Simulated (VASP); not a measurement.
# AlH (Cmcm) in VASP: relaxation of cell and atoms with PBE

Aim: the relaxation of cell and atoms of AlH with PBE.

All numbers are computed with VASP 6.6.1; they aren't measurements. Logs are shortened: lines on timing, memory, paths and dates and some standing lists are left out, and cuts for length are marked.

### 1 The cell of the first run

It takes space group Cmcm (No. 63, orthorhombic). The conventional cell has a = 2.794 Å, b = 10.673 Å, c = 2.735 Å, α = 90.00°, β = 90.00°, γ = 90.00°. Within 3.0 Å of Al (site symmetry m2m) lie 7 H at 2.07 to 2.87 Å and 8 Al at 2.74 to 2.91 Å. H (site symmetry m2m) has 7 Al at 2.07 to 2.87 Å and 6 H at 2.28 to 2.79 Å within 2.9 Å.

### 2 Relaxation of cell and atoms, PBE

The input, INCAR:

```
SYSTEM = AlH
PREC     = Accurate       ! precision mode
ENCUT    = 600            ! plane-wave cutoff, eV
EDIFF    = 1E-7           ! SCF threshold, eV
ISMEAR   = 0              ! smearing method
SIGMA    = 0.1            ! smearing width, eV
LREAL    = .FALSE.        ! projectors in reciprocal space
LASPH    = .TRUE.         ! aspherical terms in the spheres
NELM     = 100            ! most SCF steps
ALGO     = Normal         ! electronic algorithm
ISIF     = 3              ! what is computed and relaxed
LWAVE    = .FALSE.        ! write WAVECAR
LCHARG   = .FALSE.        ! write CHGCAR
GGA      = PE             ! functional
IBRION   = 2              ! ionic algorithm
NSW      = 100            ! ionic steps
EDIFFG   = -0.01          ! ionic threshold
```

The input, KPOINTS:

```
regular mesh
0
G
  18 18 18
  0 0 0
```

The input, POSCAR:

```
AlH
1.0
    1.3969962146     -5.3363871661      0.0000000000
    1.3969962146      5.3363871661      0.0000000000
    0.0000000000      0.0000000000      2.7352299244
Al H
2 2
Direct
    0.3507812578      0.6492187422      0.2500000000
    0.6492187422      0.3507812578      0.7500000000
    0.0856943552      0.9143056448      0.2500000000
    0.9143056448      0.0856943552      0.7500000000
```

Potentials or basis: VASP PAW PBE potentials, release 64 (Al, H).

On the command line:

```bash
> cat potpaw_PBE.64/Al/POTCAR potpaw_PBE.64/H/POTCAR > POTCAR
> mpirun -np 1 vasp_std > vasp.out
```

OUTCAR:

```text
SYSTEM = AlH
   PREC = Accurate
   ENCUT = 600
   EDIFF = 1E-7
   ISMEAR = 0
   LREAL = .FALSE.
   LASPH = .TRUE.
   NELM = 100
   ISIF = 3
   GGA = PE
   IBRION = 2
   NSW = 100
   EDIFFG = -0.01

 ion  position               nearest neighbor table
   1  0.351  0.649  0.250-   4 2.07   4 2.07   4 2.07   4 2.07   2 2.91   2 2.91   2 2.91   2 2.91

   2  0.649  0.351  0.750-   3 2.07   3 2.07   3 2.07   3 2.07   1 2.91   1 2.91   1 2.91   1 2.91

   3  0.086  0.914  0.250-   2 2.07   2 2.07   2 2.07   2 2.07
   4  0.914  0.086  0.750-   1 2.07   1 2.07   1 2.07   1 2.07

  LATTYP: Found a base centered orthorhombic cell.
 ALAT       =     2.7939924292
 B/A-ratio  =     3.8199009491
 C/A-ratio  =     0.9789682663

  Lattice vectors:

 A1 = (   1.3969962146,  -5.3363871661,   0.0000000000)
 A2 = (   1.3969962146,   5.3363871661,   0.0000000000)
 A3 = (   0.0000000000,   0.0000000000,   2.7352299244)

Analysis of symmetry for initial positions (statically):
=====================================================================
 Subroutine PRICEL returns:
 Original cell was already a primitive cell.

 Routine SETGRP: Setting up the symmetry group for a
 base centered orthorhombic supercell.

 Subroutine GETGRP returns: Found  8 space group operations
 (whereof  4 operations were pure point group operations)
 out of a pool of  8 trial point group operations.

The static configuration has the point symmetry C_2h.
 The point group associated with its full space group is D_2h.

Analysis of symmetry for dynamics (positions and initial velocities):
=====================================================================
 Subroutine PRICEL returns:
 Original cell was already a primitive cell.

 Routine SETGRP: Setting up the symmetry group for a
 base centered orthorhombic supercell.

 Subroutine GETGRP returns: Found  8 space group operations
 (whereof  4 operations were pure point group operations)
 out of a pool of  8 trial point group operations.

The dynamic configuration has the point symmetry C_2h.
 The point group associated with its full space group is D_2h.

 Subroutine INISYM returns: Found  8 space group operations
 (whereof  4 operations are pure point group operations),
 and found     1 'primitive' translations

----------------------------------------------------------------------------------------

                                     Primitive cell

  volume of cell :      40.7818
[... 109 lines left out ...]
   EFERMI_NEDOS =   21; number of points for ismear=-14 and -15
   IALGO  =     38    algorithm
   IMIX   =      4    mixing-type and parameters
     AMIX     =   0.40;   BMIX     =  1.00
     AMIX_MAG =   1.60;   BMIX_MAG =  1.00
  volume/ion in A,a.u.               =      10.20        68.80
  Fermi-wavevector in a.u.,A,eV,Ry     =   0.951224  1.797552 12.310914  0.904827
  Thomas-Fermi vector in A             =   2.079674
   LORBIT       =      0    0 simple, 1 ext, 2 COOP (PROOUT), +10 PAW based schemes
   GGA     = PE    functional components
   LHFCALC =     F    Hartree Fock is set to
   AEXX    =    0.0000 exact exchange contribution
   IVDW    =     0    specifies the selected vdW correction
   LEPSILON=     F    determine dielectric tensor
   LRPA    =     F    only Hartree local field effects (RPA)
 conjugate gradient relaxation of ions
 non-spin polarized calculation
 Gauss-broadening in eV      SIGMA  =   0.10
  energy-cutoff  :      600.00
  volume of cell :       40.78
 maximum number of plane-waves:      1391
 NGX is ok and might be reduce to    48
   NGX = 21   NGY = 21   NGZ = 11

--------------------------------------- Ionic step        1  -------------------------------------------

 number of electron       8.0000000 magnetization

 Free energy of the ion-electron system (eV)
  ---------------------------------------------------
  ext. energy  EPLUGINS =         0.00000000
  ---------------------------------------------------
  free energy    TOTEN  =       -12.85159487 eV

  energy without entropy =      -12.84768366  energy(sigma->0) =      -12.84963926

------------------------ aborting loop because EDIFF is reached ----------------------------------------

  FORCE on cell =-STRESS in cart. coord.  units (eV):
  Direction    XX          YY          ZZ          XY          YZ          ZX
  --------------------------------------------------------------------------------------
  -------------------------------------------------------------------------------------
  Total       -0.1419115      0.2425092     -0.2393586      0.0000000     -0.0000000      0.0000000
  in kB       -5.5752159      9.5273555     -9.4035792      0.0000000     -0.0000000      0.0000000
  external PRESSURE =      -1.8171465 kB  Pullay stress =       0.0000000 kB
[... 139 lines left out ...]
--------------------------------------- Ionic step        5  -------------------------------------------

 number of electron       8.0000000 magnetization

 Free energy of the ion-electron system (eV)
  ---------------------------------------------------
  ext. energy  EPLUGINS =         0.00000000
  ---------------------------------------------------
  free energy    TOTEN  =       -12.85380373 eV

  energy without entropy =      -12.84980679  energy(sigma->0) =      -12.85180526

 E-fermi :   6.8104     XC(G=0): -10.0563

 val. band max:        6.8087979612   @ k =   0.3889   0.2778   0.3333
 cond. band min:       6.8120593238   @ k =   0.5000   0.1667   0.3333
 fundamental gap:      0.0032613626
 Fermi energy:         6.8103671203

 k-point     1 :       0.0000    0.0000    0.0000
  band No.  band energies     occupation
      1      -5.1702      2.00000
      2      -1.4446      2.00000
      3       1.1490      2.00000
      4      12.8933      0.00000
      5      13.2217      0.00000
      6      13.6109      0.00000
      7      14.0197      0.00000
      8      14.3473      0.00000
[... 243 lines left out ...]
 k-point    24 :      -0.2222    0.0556    0.0000
  band No.  band energies     occupation
      1      -4.5669      2.00000
      2      -1.4312      2.00000
      3       2.2317      2.00000
      4       8.4357      0.00000
      5       9.6130      0.00000
      6      12.6697      0.00000
      7      14.4338      0.00000
      8      14.8650      0.00000

 [... further k-points ...]

------------------------ aborting loop because EDIFF is reached ----------------------------------------

  FORCE on cell =-STRESS in cart. coord.  units (eV):
  Direction    XX          YY          ZZ          XY          YZ          ZX
  --------------------------------------------------------------------------------------
  -------------------------------------------------------------------------------------
  Total       -0.0028588     -0.0265736     -0.0072851      0.0000000      0.0000000      0.0000000
  in kB       -0.1122294     -1.0432115     -0.2859935      0.0000000      0.0000000      0.0000000
  external PRESSURE =      -0.4804781 kB  Pullay stress =       0.0000000 kB
[... 19 lines left out ...]
  FREE ENERGIE OF THE ION-ELECTRON SYSTEM (eV)
  ---------------------------------------------------
  free  energy   TOTEN  =       -12.8538037275 eV

  energy  without entropy=      -12.8498067917  energy(sigma->0) =      -12.85180526

 reached required accuracy - stopping structural energy minimisation
```

OSZICAR:

```text
N       E                     dE             d eps       ncg     rms          rms(c)
DAV:   1     0.153853899911E+01    0.15385E+01   -0.35695E+03 14560   0.903E+02
DAV:   2    -0.130183720744E+02   -0.14557E+02   -0.14162E+02 19640   0.740E+01
DAV:   3    -0.132797490307E+02   -0.26138E+00   -0.25893E+00 21344   0.130E+01
DAV:   4    -0.132805650886E+02   -0.81606E-03   -0.81524E-03 21600   0.648E-01
[... 31 lines left out ...]
DAV:   1    -0.128538061061E+02   -0.16425E-04   -0.49078E-04 16176   0.148E-01    0.110E-02
DAV:   2    -0.128538048355E+02    0.12706E-05   -0.15014E-05 19992   0.322E-02    0.550E-03
DAV:   3    -0.128538040207E+02    0.81484E-06   -0.90577E-07 19848   0.597E-03    0.216E-03
DAV:   4    -0.128538037599E+02    0.26083E-06   -0.17522E-07 10952   0.271E-03    0.742E-04
DAV:   5    -0.128538037275E+02    0.32388E-07   -0.96871E-09  8064   0.864E-04
   5 F= -.12853804E+02 E0= -.12851805E+02  d E =-.141820E-03
```

CONTCAR:

```text
AlH
   1.00000000000000
     1.3950622213674757   -5.3675718282253300   -0.0000000000000000
     1.3950622213674757    5.3675718282253300    0.0000000000000000
     0.0000000000000000   -0.0000000000000000    2.7251274127520690
  Al              H
     2     2
Direct
     0.3517044718597425    0.6482955281402574    0.2500000000000000
     0.6482955281402574    0.3517044718597425    0.7500000000000000
     0.0857231142955154    0.9142768857044846    0.2500000000000000
     0.9142768857044846    0.0857231142955154    0.7500000000000000

  0.00000000E+00  0.00000000E+00  0.00000000E+00
  0.00000000E+00  0.00000000E+00  0.00000000E+00
  0.00000000E+00  0.00000000E+00  0.00000000E+00
  0.00000000E+00  0.00000000E+00  0.00000000E+00
```

It took 36 min on 1 thread of Intel Xeon 8259CL, shared host; peak memory 0.5 GiB.

Results:

* Free energy: -12.8538 eV
* Relaxed volume: 10.20 Å³/atom
* Relaxed cell: a = 5.546 Å, b = 5.546 Å, c = 2.725 Å, α = 90.00°, β = 90.00°, γ = 150.86°
* Space group after relaxing (to 0.1 Å): Cmcm (No. 63)
* Energy gained by relaxing: 0.6 meV/atom
* Ionic steps: 5
* Pressure after relaxing: 0.0 GPa
* Largest force after relaxing: 0.007 eV/Å
* Band gap on the k mesh: zero (bands 4 and 5 overlap by 8.39 eV)

Forces in eV/Å, atoms in the order of the input:
```
Al   0.000 -0.007  0.000
Al   0.000  0.007  0.000
H    0.000 -0.003  0.000
H    0.000  0.003  0.000
```

The path:
```csv
step,energy change (eV),largest force (eV/Å),pressure (GPa),volume (Å³)
1,0.0000,0.0978,-0.18,40.78
2,-0.0018,0.0494,0.07,40.71
3,-0.0021,0.0207,0.23,40.67
4,-0.0022,0.0114,0.05,40.76
5,-0.0022,0.0065,-0.05,40.81
```

Final structure:
```
Al H
1.0
     1.39506   -5.36757    0.00000
     1.39506    5.36757    0.00000
     0.00000    0.00000    2.72513
Al H
2 2
Direct
  0.35170 0.64830 0.25000
  0.64830 0.35170 0.75000
  0.08572 0.91428 0.25000
  0.91428 0.08572 0.75000
```
